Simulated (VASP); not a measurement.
# Al (Im-3m) in VASP: a series of runs, part 2 of 2

VASP 6.6.1. The steps go on from the part before.

### Step 3. Single point, LDA

This run uses another cell than the first one, of 15.47 Å³/atom, 1.043 times its volume.

Contents of INCAR:

```
PREC = Accurate
ENCUT = 520
EDIFF = 1E-6
ISMEAR = -1
SIGMA = 0.1
LREAL = False
LASPH = True
NELM = 60
ALGO = Normal
ISIF = 2
LWAVE = False
LCHARG = False
GGA = CA
NBANDS = 8
```

Contents of KPOINTS:

```
Automatic mesh
0
Gamma
  13 13 13
```

Contents of POSCAR:

```
Al
1.0
   -1.5697134043      1.5697134043      1.5697134043
    1.5697134043     -1.5697134043      1.5697134043
    1.5697134043      1.5697134043     -1.5697134043
Al
1
Direct
    0.0000000000      0.0000000000      0.0000000000
```

Potentials or basis: VASP PAW LDA potentials, release 64 (Al).

The run is started by

```sh
cat potpaw_LDA.64/Al/POTCAR > POTCAR
mpirun -np 1 vasp_std > vasp.out
```

OUTCAR:

```text
PREC = Accurate
   ENCUT = 520
   EDIFF = 1E-6
   ISMEAR = -1
   LREAL = False
   LASPH = True
   NELM = 60
   ISIF = 2
   GGA = CA

 ion  position               nearest neighbor table
   1  0.000  0.000  0.000-

  LATTYP: Found a body centered cubic cell.
 ALAT       =     3.1394268086

  Lattice vectors:

 A1 = (  -1.5697134043,   1.5697134043,   1.5697134043)
 A2 = (   1.5697134043,  -1.5697134043,   1.5697134043)
 A3 = (   1.5697134043,   1.5697134043,  -1.5697134043)

Analysis of symmetry for initial positions (statically):
=====================================================================
 Subroutine PRICEL returns:
 Original cell was already a primitive cell.

 Routine SETGRP: Setting up the symmetry group for a
 body centered cubic supercell.

 Subroutine GETGRP returns: Found 48 space group operations
 (whereof 48 operations were pure point group operations)
 out of a pool of 48 trial point group operations.

The static configuration has the point symmetry O_h .
[... 157 lines left out ...]

 E-fermi :   8.5021     XC(G=0): -10.5883

 val. band max:        8.3687530643   @ k =   0.3077   0.1538  -0.0000
 cond. band min:       8.5337197988   @ k =  -0.3846   0.3846   0.1538
 fundamental gap:      0.1649667345
 Fermi energy:         8.5021412677

 k-point     1 :       0.0000    0.0000    0.0000
  band No.  band energies     occupation
      1      -3.0702      2.00000
      2      22.0609      0.00000
      3      22.0609      0.00000
      4      22.0609      0.00000
      5      23.8666      0.00000
      6      23.8666      0.00000
      7      23.8666      0.00000
      8      25.2660      0.00000
[... 243 lines left out ...]
 k-point    24 :       0.2308    0.0769    0.0769
  band No.  band energies     occupation
      1       0.0843      2.00000
      2      10.9730      0.00000
      3      14.8486      0.00000
      4      15.5578      0.00000
      5      23.4022      0.00000
      6      23.9242      0.00000
      7      27.5942      0.00000
      8      27.8990      0.00000

 [... further k-points ...]

------------------------ aborting loop because EDIFF is reached ----------------------------------------

  FORCE on cell =-STRESS in cart. coord.  units (eV):
  Direction    XX          YY          ZZ          XY          YZ          ZX
  --------------------------------------------------------------------------------------
  -------------------------------------------------------------------------------------
  Total        0.3593650      0.3593650      0.3593650     -0.0000000     -0.0000000     -0.0000000
  in kB       37.2156252     37.2156252     37.2156252     -0.0000000     -0.0000000     -0.0000000
  external PRESSURE =      37.2156252 kB  Pullay stress =       0.0000000 kB

 VOLUME and BASIS-vectors are now :
 -----------------------------------------------------------------------------
  energy-cutoff  :      520.00
  volume of cell :       15.47
      direct lattice vectors                 reciprocal lattice vectors
    -1.569713404  1.569713404  1.569713404     0.000000000  0.318529484  0.318529484
     1.569713404 -1.569713404  1.569713404     0.318529484  0.000000000  0.318529484
     1.569713404  1.569713404 -1.569713404     0.318529484  0.318529484  0.000000000

 POSITION                                       TOTAL-FORCE (eV/Angst)
 -----------------------------------------------------------------------------------
      0.00000      0.00000      0.00000         0.000000     -0.000000     -0.000000
 -----------------------------------------------------------------------------------
    total drift:                                0.000000      0.000000      0.000000

  FREE ENERGIE OF THE ION-ELECTRON SYSTEM (eV)
  ---------------------------------------------------
  free  energy   TOTEN  =        -4.0915292772 eV

  energy  without entropy=       -4.0795403014  energy(sigma->0) =       -4.08553479
```

OSZICAR:

```text
N       E                     dE             d eps       ncg     rms          rms(c)
DAV:   1    -0.255005812632E+01   -0.25501E+01   -0.89081E+02  1352   0.207E+02
DAV:   2    -0.411664125040E+01   -0.15666E+01   -0.15488E+01  1864   0.201E+01
DAV:   3    -0.412377289583E+01   -0.71316E-02   -0.71261E-02  1680   0.149E+00
DAV:   4    -0.412378316889E+01   -0.10273E-04   -0.10274E-04  1952   0.554E-02
DAV:   5    -0.412378318335E+01   -0.14463E-07   -0.13366E-07  1696   0.138E-03    0.143E+00
DAV:   6    -0.410405560651E+01    0.19728E-01   -0.28026E-03  1496   0.205E-01    0.794E-01
DAV:   7    -0.409155668806E+01    0.12499E-01   -0.69594E-03  1560   0.317E-01    0.167E-01
DAV:   8    -0.409152938198E+01    0.27306E-04   -0.29678E-05  1880   0.338E-02    0.138E-02
DAV:   9    -0.409152927720E+01    0.10478E-06   -0.14892E-07  1632   0.200E-03
   1 F= -.40915293E+01 E0= -.40855348E+01  d E =-.119890E-01
```

stdout:

```text
POSCAR found type information on POSCAR Al
 POSCAR found :  1 types and       1 ions
 scaLAPACK will be used
 LDA part: xc-table for (Slater(with rela. corr.)+CA(PZ))
 , standard interpolation
 POSCAR, INCAR and KPOINTS ok, starting setup
 FFT: planning ... GRIDC
 FFT: planning ... GRID_SOFT
 FFT: planning ... GRID
 WAVECAR not read
 entering main loop
```

It took 4 s on 1 thread of Intel Xeon Platinum 8488C (Sapphire Rapids), shared host; peak memory 0.12 GiB.

What came out:

| Item | Value |
| --- | --- |
| Free energy | -4.0915 eV |
| Pressure | 3.7 GPa |

Levels at points of the mesh, in eV from the Fermi level:
```
           k point  band 1  band 2  band 3  band 4  band 5
(0.00, 0.00, 0.00)  -11.57   13.56   13.56   13.56   15.36
```

### Step 4. Single point, LDA

This run uses another cell than the first one, of 16.12 Å³/atom, 1.087 times its volume.

Contents of INCAR:

```
SYSTEM = Al
  PREC = Accurate
  ENCUT = 520
  EDIFF = 1E-6
  ISMEAR = -1
  SIGMA = 0.1
  LREAL = .False.
  LASPH = .True.
  NELM = 80
  ALGO = Normal
  ISIF = 2
  LWAVE = .False.
  LCHARG = .False.
  NBANDS = 8
```

Contents of KPOINTS:

```
Automatic mesh
0
Gamma
  13 13 13
  0 0 0
```

Contents of POSCAR:

```
Al
1.0
   -1.5912190000      1.5912190000      1.5912190000
    1.5912190000     -1.5912190000      1.5912190000
    1.5912190000      1.5912190000     -1.5912190000
Al
1
Direct
    0.0000000000      0.0000000000      0.0000000000
```

The run is started by

```sh
cat potpaw_LDA.64/Al/POTCAR > POTCAR
mpirun -np 1 vasp_std > vasp.out
```

It took 5.1 s on 1 thread of Intel Xeon Platinum 8488C (Sapphire Rapids), shared host; peak memory 0.11 GiB.

It converged, with:

```yaml
Free_energy: -4.0993 eV
Pressure: 0.2 GPa
```

Levels at points of the mesh, in eV from the Fermi level:
| k point | band 1 | band 2 | band 3 | band 4 |
| --- | --- | --- | --- | --- |
| (0.00, 0.00, 0.00) | -11.28 | 13.32 | 13.32 | 13.32 |

### Step 5. Single point, LDA

This run uses another cell than the first one, of 16.76 Å³/atom, 1.130 times its volume.

Contents of INCAR:

```
SYSTEM = Al
PREC = Accurate
ENCUT = 520
EDIFF = 1E-7
ISMEAR = -1
SIGMA = 0.1
LREAL = .FALSE.
LASPH = .TRUE.
NELM = 100
ALGO = Normal
ISIF = 2
LWAVE = .FALSE.
LCHARG = .FALSE.
GGA = CA
NBANDS = 8
```

Contents of KPOINTS:

```
Automatic mesh
0
G
  13 13 13
  0 0 0
```

Contents of POSCAR:

```
Al
1.0
   -1.6121584934      1.6121584934      1.6121584934
    1.6121584934     -1.6121584934      1.6121584934
    1.6121584934      1.6121584934     -1.6121584934
Al
1
Direct
    0.0000000000      0.0000000000      0.0000000000
```

Potentials or basis: VASP PAW LDA potentials, release 64 (Al).

The run is started by

```sh
cat potpaw_LDA.64/Al/POTCAR > POTCAR
mpirun -np 1 vasp_std > vasp.out
```

OUTCAR:

```text
SYSTEM = Al
   PREC = Accurate
   ENCUT = 520
   EDIFF = 1E-7
   ISMEAR = -1
   LREAL = .FALSE.
   LASPH = .TRUE.
   NELM = 100
   ISIF = 2
   GGA = CA

 ion  position               nearest neighbor table
   1  0.000  0.000  0.000-

  LATTYP: Found a body centered cubic cell.
 ALAT       =     3.2243169868

  Lattice vectors:

 A1 = (  -1.6121584934,   1.6121584934,   1.6121584934)
 A2 = (   1.6121584934,  -1.6121584934,   1.6121584934)
 A3 = (   1.6121584934,   1.6121584934,  -1.6121584934)

Analysis of symmetry for initial positions (statically):
=====================================================================
 Subroutine PRICEL returns:
 Original cell was already a primitive cell.

 Routine SETGRP: Setting up the symmetry group for a
 body centered cubic supercell.

 Subroutine GETGRP returns: Found 48 space group operations
 (whereof 48 operations were pure point group operations)
 out of a pool of 48 trial point group operations.

The static configuration has the point symmetry O_h .

Analysis of symmetry for dynamics (positions and initial velocities):
=====================================================================
 Subroutine PRICEL returns:
 Original cell was already a primitive cell.

 Routine SETGRP: Setting up the symmetry group for a
 body centered cubic supercell.

 Subroutine GETGRP returns: Found 48 space group operations
 (whereof 48 operations were pure point group operations)
 out of a pool of 48 trial point group operations.

The dynamic configuration has the point symmetry O_h .

 Subroutine INISYM returns: Found 48 space group operations
 (whereof 48 operations are pure point group operations),
 and found     1 'primitive' translations

----------------------------------------------------------------------------------------

                                     Primitive cell

  volume of cell :      16.7604

[... 101 lines left out ...]
   ISMEAR =    -1;   SIGMA  =   0.10  broadening in eV -4-tet -1-fermi 0-gaus
   EFERMI_NEDOS =   21; number of points for ismear=-14 and -15
   IALGO  =     38    algorithm
   IMIX   =      4    mixing-type and parameters
     AMIX     =   0.40;   BMIX     =  1.00
     AMIX_MAG =   1.60;   BMIX_MAG =  1.00
  volume/ion in A,a.u.               =      16.76       113.10
  Fermi-wavevector in a.u.,A,eV,Ry     =   0.922616  1.743491 11.581548  0.851220
  Thomas-Fermi vector in A             =   2.048162
   LORBIT       =      0    0 simple, 1 ext, 2 COOP (PROOUT), +10 PAW based schemes
   GGA     = CA    functional components
   LHFCALC =     F    Hartree Fock is set to
   AEXX    =    0.0000 exact exchange contribution
   IVDW    =     0    specifies the selected vdW correction
   LEPSILON=     F    determine dielectric tensor
   LRPA    =     F    only Hartree local field effects (RPA)
 non-spin polarized calculation
  energy-cutoff  :      520.00
  volume of cell :       16.76
 maximum number of plane-waves:       466
 NGX is ok and might be reduce to    24
   NGX = 11   NGY = 11   NGZ = 11

 number of electron       3.0000000 magnetization

 Free energy of the ion-electron system (eV)
  ---------------------------------------------------
  ext. energy  EPLUGINS =         0.00000000
  ---------------------------------------------------
  free energy    TOTEN  =        -4.09452029 eV

  energy without entropy =       -4.08041890  energy(sigma->0) =       -4.08746959

 E-fermi :   7.6398     XC(G=0): -10.2898

 val. band max:        7.5897163530   @ k =   0.2308   0.2308   0.1538
 cond. band min:       7.6755439495   @ k =  -0.3846   0.3846   0.1538
 fundamental gap:      0.0858275965
 Fermi energy:         7.6398261918

 k-point     1 :       0.0000    0.0000    0.0000
  band No.  band energies     occupation
      1      -3.3582      2.00000
      2      20.7318      0.00000
      3      20.7318      0.00000
      4      20.7318      0.00000
      5      21.8302      0.00000
      6      21.8302      0.00000
      7      21.8302      0.00000
      8      23.7947      0.00000
[... 243 lines left out ...]
 k-point    24 :       0.2308    0.0769    0.0769
  band No.  band energies     occupation
      1      -0.3617      2.00000
      2      10.0127      0.00000
      3      13.8069      0.00000
      4      14.1688      0.00000
      5      21.8206      0.00000
      6      22.2590      0.00000
      7      25.8047      0.00000
      8      26.1001      0.00000

 [... further k-points ...]
[... 5 lines left out ...]
  --------------------------------------------------------------------------------------
  -------------------------------------------------------------------------------------
  Total       -0.2634458     -0.2634458     -0.2634458     -0.0000000      0.0000000     -0.0000000
  in kB      -25.1836524    -25.1836524    -25.1836524     -0.0000000      0.0000000     -0.0000000
  external PRESSURE =     -25.1836524 kB  Pullay stress =       0.0000000 kB

 VOLUME and BASIS-vectors are now :
 -----------------------------------------------------------------------------
  energy-cutoff  :      520.00
  volume of cell :       16.76
      direct lattice vectors                 reciprocal lattice vectors
    -1.612158493  1.612158493  1.612158493     0.000000000  0.310143204  0.310143204
     1.612158493 -1.612158493  1.612158493     0.310143204  0.000000000  0.310143204
     1.612158493  1.612158493 -1.612158493     0.310143204  0.310143204  0.000000000

 POSITION                                       TOTAL-FORCE (eV/Angst)
 -----------------------------------------------------------------------------------
      0.00000      0.00000      0.00000         0.000000     -0.000000     -0.000000
 -----------------------------------------------------------------------------------
    total drift:                                0.000000      0.000000      0.000000

  FREE ENERGIE OF THE ION-ELECTRON SYSTEM (eV)
  ---------------------------------------------------
  free  energy   TOTEN  =        -4.0945202902 eV

  energy  without entropy=       -4.0804188979  energy(sigma->0) =       -4.08746959
```

OSZICAR:

```text
N       E                     dE             d eps       ncg     rms          rms(c)
DAV:   1    -0.260826799949E+01   -0.26083E+01   -0.90901E+02  1344   0.211E+02
DAV:   2    -0.411791771547E+01   -0.15096E+01   -0.14662E+01  1944   0.196E+01
DAV:   3    -0.412427201864E+01   -0.63543E-02   -0.63507E-02  1648   0.138E+00
DAV:   4    -0.412428304820E+01   -0.11030E-04   -0.11029E-04  1992   0.546E-02
DAV:   5    -0.412428307909E+01   -0.30886E-07   -0.30087E-07  1640   0.190E-03    0.128E+00
DAV:   6    -0.410600471223E+01    0.18278E-01   -0.32508E-03  1536   0.219E-01    0.714E-01
DAV:   7    -0.409454525883E+01    0.11459E-01   -0.79391E-03  1552   0.335E-01    0.150E-01
DAV:   8    -0.409452035050E+01    0.24908E-04   -0.30849E-05  1800   0.362E-02    0.130E-02
DAV:   9    -0.409452029015E+01    0.60350E-07   -0.17149E-07  1800   0.195E-03
   1 F= -.40945203E+01 E0= -.40874696E+01  d E =-.141014E-01
```

stdout:

```text
POSCAR found type information on POSCAR Al
 POSCAR found :  1 types and       1 ions
 scaLAPACK will be used
 LDA part: xc-table for (Slater(with rela. corr.)+CA(PZ))
 , standard interpolation
 POSCAR, INCAR and KPOINTS ok, starting setup
 FFT: planning ... GRIDC
 FFT: planning ... GRID_SOFT
 FFT: planning ... GRID
 WAVECAR not read
 entering main loop
```

Run time: 5 s. Hardware: 1 thread of Intel Xeon Platinum 8488C (Sapphire Rapids), shared host; peak memory 0.12 GiB.

What came out:

```yaml
Free_energy: -4.0945 eV
Pressure: -2.5 GPa
```

### Step 6. Single point, LDA

This run uses another cell than the first one, of 17.40 Å³/atom, 1.174 times its volume.

Contents of INCAR:

```
ALGO = Normal
EDIFF = 1E-6
ENCUT = 520
ISIF = 2
ISMEAR = -1
LASPH = True
LCHARG = False
LREAL = False
LWAVE = False
NBANDS = 8
NELM = 100
PREC = Accurate
SIGMA = 0.1
```

Contents of KPOINTS:

```
k-points
0
Gamma
  13 13 13
```

Contents of POSCAR:

```
Al
1.0
   -1.6325677295      1.6325677295      1.6325677295
    1.6325677295     -1.6325677295      1.6325677295
    1.6325677295      1.6325677295     -1.6325677295
Al
1
Direct
    0.0000000000      0.0000000000      0.0000000000
```

Potentials or basis: VASP PAW LDA potentials, release 64 (Al).

The run is started by

```sh
cat potpaw_LDA.64/Al/POTCAR > POTCAR
mpirun -np 1 vasp_std > vasp.out
```

Wall time 4.5 s (1 thread of Intel Xeon Platinum 8488C (Sapphire Rapids), shared host); peak memory 0.12 GiB.

Results (log left out):

```yaml
Free_energy: -4.0798 eV
Pressure: -4.7 GPa
```

Levels at points of the mesh, in eV from the Fermi level:
```csv
k point,band 1,band 2,band 3,band 4,band 5,band 6
"(0.00, 0.00, 0.00)",-10.73,12.88,12.88,12.88,13.67,13.67
```

### Step 7. The runs side by side

```csv
cell,gap on the mesh (eV),pressure (GPa)
"a = 2.681 Å, angles 109.5°, 1 atom",none,8.1
"a = 2.719 Å, angles 109.5°, 1 atom",none,3.7
"a = 2.756 Å, angles 109.5°, 1 atom",none,0.2
"a = 2.792 Å, angles 109.5°, 1 atom",none,-2.5
"a = 2.828 Å, angles 109.5°, 1 atom",none,-4.7
```

Alike in all rows: task single point; level LDA; potentials or basis VASP PAW LDA potentials, release 64 (Al); no spin polarisation; k mesh 13 × 13 × 13; cutoff (eV) 520; smearing fermi-dirac 0.1 eV.

Total energies depend on the potentials used, so only differences within one code and one set of settings carry meaning.
